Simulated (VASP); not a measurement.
# Al4As (P4/mmm) in VASP: notebook

Runs on Al4As. Level: PBE. Tasks: relaxation of cell and atoms, single point.

All numbers are computed with VASP 6.6.1; they aren't measurements. Logs are shortened: lines on timing, memory, paths and dates and some standing lists are left out, and cuts for length are marked.

**1. The cell of the first run**

It takes space group P4/mmm (No. 123, tetragonal). Conventional cell: a = 3.948 Å, b = 3.948 Å, c = 6.567 Å, α = 90.00°, β = 90.00°, γ = 90.00°. Within 3.5 Å of Al (site symmetry 2mm) lie 5 Al at 2.67 to 2.79 Å and 2 As at 2.77 Å. Within 3.7 Å of As (site symmetry 4/mmm) lie 8 Al at 2.77 Å.

**2. Relaxation of cell and atoms, PBE**

INCAR

```
ALGO     = Fast           # electronic algorithm
EDIFF    = 1E-6           # SCF threshold, eV
EDIFFG   = -0.01          # ionic threshold
ENCUT    = 600            # plane-wave cutoff, eV
GGA      = PE             # functional
IBRION   = 2              # ionic algorithm
ISIF     = 3              # what is computed and relaxed
ISMEAR   = 0              # smearing method
LASPH    = T              # aspherical terms in the spheres
LCHARG   = F              # write CHGCAR
LREAL    = F              # projectors in reciprocal space
LWAVE    = F              # write WAVECAR
NELM     = 60             # most SCF steps
NSW      = 100            # ionic steps
PREC     = Accurate       # precision mode
SIGMA    = 0.1            # smearing width, eV
```

KPOINTS

```
k-points
0
Gamma
  10 10 6
```

POSCAR

```
Al4As
1.0
    3.9483013318      0.0000000000      0.0000000000
    0.0000000000      3.9483013318      0.0000000000
    0.0000000000      0.0000000000      6.5667270458
Al As
4 1
Direct
    0.5000000000      0.0000000000      0.2963830150
    0.0000000000      0.5000000000      0.7036169850
    0.5000000000      0.0000000000      0.7036169850
    0.0000000000      0.5000000000      0.2963830150
    0.0000000000      0.0000000000      0.0000000000
```

Potentials or basis: VASP PAW PBE potentials, release 64 (Al, As).

Command:

```bash
cat potpaw_PBE.64/Al/POTCAR potpaw_PBE.64/As/POTCAR > POTCAR
mpirun -np 1 vasp_std > vasp.out
```

OUTCAR:

```text
EDIFF = 1E-6
   EDIFFG = -0.01
   ENCUT = 600
   GGA = PE
   IBRION = 2
   ISIF = 3
   ISMEAR = 0
   LASPH = T
   LREAL = F
   NELM = 60
   NSW = 100
   PREC = Accurate

 ion  position               nearest neighbor table
   1  0.500  0.000  0.296-   3 2.67   5 2.77   5 2.77   4 2.79   4 2.79   4 2.79   4 2.79
   2  0.000  0.500  0.704-   4 2.67   5 2.77   5 2.77   3 2.79   3 2.79   3 2.79   3 2.79
   3  0.500  0.000  0.704-   1 2.67   5 2.77   5 2.77   2 2.79   2 2.79   2 2.79   2 2.79
   4  0.000  0.500  0.296-   2 2.67   5 2.77   5 2.77   1 2.79   1 2.79   1 2.79   1 2.79
   5  0.000  0.000  0.000-   1 2.77   2 2.77   3 2.77   4 2.77   2 2.77   4 2.77   1 2.77   3 2.77

  LATTYP: Found a simple tetragonal cell.
 ALAT       =     3.9483013318
 C/A-ratio  =     1.6631777805

  Lattice vectors:

 A1 = (   3.9483013318,   0.0000000000,   0.0000000000)
 A2 = (   0.0000000000,   3.9483013318,   0.0000000000)
 A3 = (   0.0000000000,   0.0000000000,   6.5667270458)

Analysis of symmetry for initial positions (statically):
=====================================================================
 Subroutine PRICEL returns:
 Original cell was already a primitive cell.

 Routine SETGRP: Setting up the symmetry group for a
 simple tetragonal supercell.

 Subroutine GETGRP returns: Found 16 space group operations
 (whereof 16 operations were pure point group operations)
 out of a pool of 16 trial point group operations.

The static configuration has the point symmetry D_4h.

Analysis of symmetry for dynamics (positions and initial velocities):
=====================================================================
 Subroutine PRICEL returns:
 Original cell was already a primitive cell.

 Routine SETGRP: Setting up the symmetry group for a
 simple tetragonal supercell.

 Subroutine GETGRP returns: Found 16 space group operations
 (whereof 16 operations were pure point group operations)
 out of a pool of 16 trial point group operations.

The dynamic configuration has the point symmetry D_4h.

 Subroutine INISYM returns: Found 16 space group operations
 (whereof 16 operations are pure point group operations),
 and found     1 'primitive' translations

----------------------------------------------------------------------------------------

                                     Primitive cell

  volume of cell :     102.3693

  direct lattice vectors                    reciprocal lattice vectors
     3.948301332  0.000000000  0.000000000     0.253273475  0.000000000  0.000000000
[... 116 lines left out ...]
   LORBIT       =      0    0 simple, 1 ext, 2 COOP (PROOUT), +10 PAW based schemes
   GGA     = PE    functional components
   LHFCALC =     F    Hartree Fock is set to
   AEXX    =    0.0000 exact exchange contribution
   IVDW    =     0    specifies the selected vdW correction
   LEPSILON=     F    determine dielectric tensor
   LRPA    =     F    only Hartree local field effects (RPA)
 conjugate gradient relaxation of ions
 non-spin polarized calculation
 RMM-DIIS sequential band-by-band and
 Gauss-broadening in eV      SIGMA  =   0.10
  energy-cutoff  :      600.00
  volume of cell :      102.37
 maximum number of plane-waves:      3444
 NGX is ok and might be reduce to    32
   NGX = 15   NGY = 15   NGZ = 27

--------------------------------------- Ionic step        1  -------------------------------------------

 number of electron      16.9999999 magnetization

 Free energy of the ion-electron system (eV)
  ---------------------------------------------------
  ext. energy  EPLUGINS =         0.00000000
  ---------------------------------------------------
  free energy    TOTEN  =       -18.72681984 eV

  energy without entropy =      -18.71520302  energy(sigma->0) =      -18.72101143

------------------------ aborting loop because EDIFF is reached ----------------------------------------

  FORCE on cell =-STRESS in cart. coord.  units (eV):
  Direction    XX          YY          ZZ          XY          YZ          ZX
  --------------------------------------------------------------------------------------
  -------------------------------------------------------------------------------------
  Total       -1.0934937     -1.0934937      1.2339278      0.0000000      0.0000000      0.0000000
  in kB      -17.1142288    -17.1142288     19.3121579      0.0000000      0.0000000      0.0000000
  external PRESSURE =      -4.9720999 kB  Pullay stress =       0.0000000 kB
[... 221 lines left out ...]
--------------------------------------- Ionic step        7  -------------------------------------------

 number of electron      17.0000000 magnetization

 Free energy of the ion-electron system (eV)
  ---------------------------------------------------
  ext. energy  EPLUGINS =         0.00000000
  ---------------------------------------------------
  free energy    TOTEN  =       -18.75821985 eV

  energy without entropy =      -18.74961756  energy(sigma->0) =      -18.75391871

 E-fermi :   5.8224     XC(G=0):  -9.5237

 val. band max:        5.8208952648   @ k =   0.5000   0.0000   0.5000
 cond. band min:       5.8246181880   @ k =   0.4000   0.4000   0.3333
 fundamental gap:      0.0037229232
 Fermi energy:         5.8223855765

 k-point     1 :       0.0000    0.0000    0.0000
  band No.  band energies     occupation
      1      -6.6072      2.00000
      2      -2.0674      2.00000
      3      -1.9046      2.00000
      4       3.4979      2.00000
      5       3.4979      2.00000
      6       5.5278      1.99997
      7       5.6235      1.99509
      8       5.8207      1.01876
      9       6.8465      0.00000
     10       6.8465      0.00000
     11       7.2950      0.00000
     12       7.2950      0.00000
[... 331 lines left out ...]
 k-point    24 :       0.2000    0.0000    0.1667
  band No.  band energies     occupation
      1      -6.3540      2.00000
      2      -2.4319      2.00000
      3      -0.7596      2.00000
      4       1.6004      2.00000
      5       3.3636      2.00000
      6       3.7793      2.00000
      7       5.2399      2.00000
      8       5.4801      2.00000
      9       6.5547      0.00000
     10       6.8176      0.00000
     11       8.2218      0.00000
     12       8.4170      0.00000

 [... further k-points ...]

------------------------ aborting loop because EDIFF is reached ----------------------------------------

  FORCE on cell =-STRESS in cart. coord.  units (eV):
  Direction    XX          YY          ZZ          XY          YZ          ZX
  --------------------------------------------------------------------------------------
  -------------------------------------------------------------------------------------
  Total       -0.0010360     -0.0010360     -0.0105491      0.0000000      0.0000000     -0.0000000
  in kB       -0.0164091     -0.0164091     -0.1670826      0.0000000      0.0000000     -0.0000000
  external PRESSURE =      -0.0666336 kB  Pullay stress =       0.0000000 kB
[... 20 lines left out ...]
  FREE ENERGIE OF THE ION-ELECTRON SYSTEM (eV)
  ---------------------------------------------------
  free  energy   TOTEN  =       -18.7582198513 eV

  energy  without entropy=      -18.7496175590  energy(sigma->0) =      -18.75391871

 reached required accuracy - stopping structural energy minimisation
```

OSZICAR:

```text
N       E                     dE             d eps       ncg     rms          rms(c)
DAV:   1     0.310285700889E+02    0.31029E+02   -0.65490E+03  2016   0.124E+03
DAV:   2    -0.160339087965E+02   -0.47062E+02   -0.43737E+02  2556   0.137E+02
DAV:   3    -0.188020976511E+02   -0.27682E+01   -0.26631E+01  2632   0.298E+01
DAV:   4    -0.188602048886E+02   -0.58107E-01   -0.57910E-01  2428   0.485E+00
[... 45 lines left out ...]
RMM:   3    -0.187581954913E+02    0.98536E-08   -0.26881E-06  1414   0.789E-03
   6 F= -.18758195E+02 E0= -.18753883E+02  d E =-.219249E-03
       N       E                     dE             d eps       ncg     rms          rms(c)
DAV:   1    -0.187582219485E+02   -0.26447E-04   -0.37711E-04  2132   0.120E-01    0.687E-03
RMM:   2    -0.187582203345E+02    0.16140E-05   -0.14590E-05  1926   0.290E-02    0.369E-03
RMM:   3    -0.187582198513E+02    0.48320E-06   -0.33354E-06  1550   0.113E-02
   7 F= -.18758220E+02 E0= -.18753919E+02  d E =-.243600E-04
```

CONTCAR:

```text
Al4As
   1.00000000000000
     3.8858653588834389    0.0000000000000000    0.0000000000000000
     0.0000000000000000    3.8858653588834389    0.0000000000000000
     0.0000000000000000    0.0000000000000000    6.6991397041800420
  Al              As
     4     1
Direct
     0.5000000000000000    1.0000000000000000    0.2957368403584565
     1.0000000000000000    0.5000000000000000    0.7042631596415435
     0.5000000000000000    1.0000000000000000    0.7042631596415435
     0.0000000000000000    0.5000000000000000    0.2957368403584565
     0.0000000000000000    0.0000000000000000    1.0000000000000000

  0.00000000E+00  0.00000000E+00  0.00000000E+00
  0.00000000E+00  0.00000000E+00  0.00000000E+00
  0.00000000E+00  0.00000000E+00  0.00000000E+00
  0.00000000E+00  0.00000000E+00  0.00000000E+00
  0.00000000E+00  0.00000000E+00  0.00000000E+00
```

Wall time 4.9 min (1 thread of AMD EPYC 9R45 (Zen 5), shared host); peak memory 0.28 GiB.

What came out:

* Free energy: -18.7582 eV
* Relaxed volume: 20.23 Å³/atom
* Relaxed cell: a = 3.886 Å, b = 3.886 Å, c = 6.699 Å, α = 90.00°, β = 90.00°, γ = 90.00°
* Space group after relaxing (to 0.05 Å): P4/mmm (No. 123)
* Energy gained by relaxing: 6.3 meV/atom
* Ionic steps: 7
* Pressure after relaxing: 0.0 GPa
* Largest force after relaxing: 0.006 eV/Å

Forces on the atoms (eV/Å):
```
Al   0.000  0.000  0.006
Al   0.000  0.000 -0.006
Al   0.000  0.000 -0.006
Al   0.000  0.000  0.006
As   0.000  0.000  0.000
```

The path:
| step | energy change (eV) | largest force (eV/Å) | pressure (GPa) | volume (Å³) |
| --- | --- | --- | --- | --- |
| 1 | 0.0000 | 0.0756 | -0.50 | 102.37 |
| 2 | -0.0271 | 0.0084 | -0.10 | 101.41 |
| 3 | -0.0312 | 0.0187 | 0.17 | 100.89 |
| 4 | -0.0312 | 0.0201 | 0.18 | 100.86 |
| 5 | -0.0314 | 0.0094 | -0.03 | 101.21 |
| 6 | -0.0314 | 0.0111 | -0.01 | 101.16 |
| 7 | -0.0314 | 0.0056 | -0.01 | 101.16 |

Final structure:
```yaml
crystal:
  lattice:
    - [3.88587, 0.00000, 0.00000]
    - [0.00000, 3.88587, 0.00000]
    - [0.00000, 0.00000, 6.69914]
  atoms:
    - { symbol: Al, position: [0.50000, 0.00000, 0.29574] }
    - { symbol: Al, position: [0.00000, 0.50000, 0.70426] }
    - { symbol: Al, position: [0.50000, 0.00000, 0.70426] }
    - { symbol: Al, position: [0.00000, 0.50000, 0.29574] }
    - { symbol: As, position: [0.00000, 0.00000, 0.00000] }
```

**3. Single point, PBE**

This run uses another cell than the first one, of 19.22 Å³/atom, 0.939 times its volume.

INCAR

```
PREC     = Accurate       # precision mode
ENCUT    = 520            # plane-wave cutoff, eV
EDIFF    = 1E-6           # SCF threshold, eV
ISMEAR   = 0              # smearing method
SIGMA    = 0.1            # smearing width, eV
LREAL    = False          # projectors in reciprocal space
LASPH    = True           # aspherical terms in the spheres
NELM     = 60             # most SCF steps
ALGO     = Fast           # electronic algorithm
ISIF     = 2              # what is computed and relaxed
LWAVE    = False          # write WAVECAR
LCHARG   = False          # write CHGCAR
GGA      = PE             # functional
NBANDS   = 16             # bands
```

KPOINTS

```
regular mesh
0
Gamma
  4 4 4
```

POSCAR

```
Al4As
1.0
    4.0808499100      0.0000000000      0.0000000000
    0.0000000000      4.0808499100      0.0000000000
    0.0000000000      0.0000000000      5.7711932900
Al As
4 1
Direct
    0.5000000000      0.0000000000      0.2500000000
    0.0000000000      0.5000000000      0.7500000000
    0.5000000000      0.0000000000      0.7500000000
    0.0000000000      0.5000000000      0.2500000000
    0.0000000000      0.0000000000      0.0000000000
```

Potentials or basis: VASP PAW PBE potentials, release 64 (Al, As).

Command:

```bash
cat potpaw_PBE.64/Al/POTCAR potpaw_PBE.64/As/POTCAR > POTCAR
mpirun -np 1 vasp_std > vasp.out
```

Wall time 29 s (1 thread of Intel Xeon Platinum 8175M at 2.50GHz (Skylake/Cascade Lake), shared host); peak memory 0.2 GiB.

Results (log left out):

| Quantity | Value |
| --- | --- |
| Free energy | -17.5237 eV |
| Pressure | 8.6 GPa |
| Largest force | 2.011 eV/Å |

Forces on the atoms (eV/Å):
```
Al   0.000  0.000  2.011
Al   0.000  0.000 -2.011
Al   0.000  0.000 -2.011
Al   0.000  0.000  2.011
As   0.000  0.000  0.000
```

Stress tensor (GPa, compression positive):
```
 7.11  0.00  0.00
 0.00  7.11  0.00
 0.00  0.00 11.68
```

Levels at points of the mesh, in eV from the Fermi level:
```tsv
k point	band 6	band 7	band 8	band 9	band 10	band 11
(0.00, 0.00, 0.00)	-2.49	-1.74	0.74	0.77	0.77	1.39
(0.50, 0.00, 0.00)	-3.80	-3.46	-0.99	0.47	1.47	2.09
(0.50, 0.50, 0.00)	-2.31	-2.31	-2.25	-2.25	-1.29	-1.01
(0.00, 0.00, 0.50)	-2.74	-2.11	-0.51	-0.51	-0.11	-0.02
(0.50, 0.00, 0.50)	-1.64	-1.50	0.02	0.64	1.02	1.04
(0.50, 0.50, 0.50)	-4.47	-3.50	-2.78	1.91	2.04	2.56
```

Caveat: the k points lie up to 0.38 Å⁻¹ apart; forces of over 1 eV/Å act on the atoms, so gaps and moduli don't describe the material at rest.
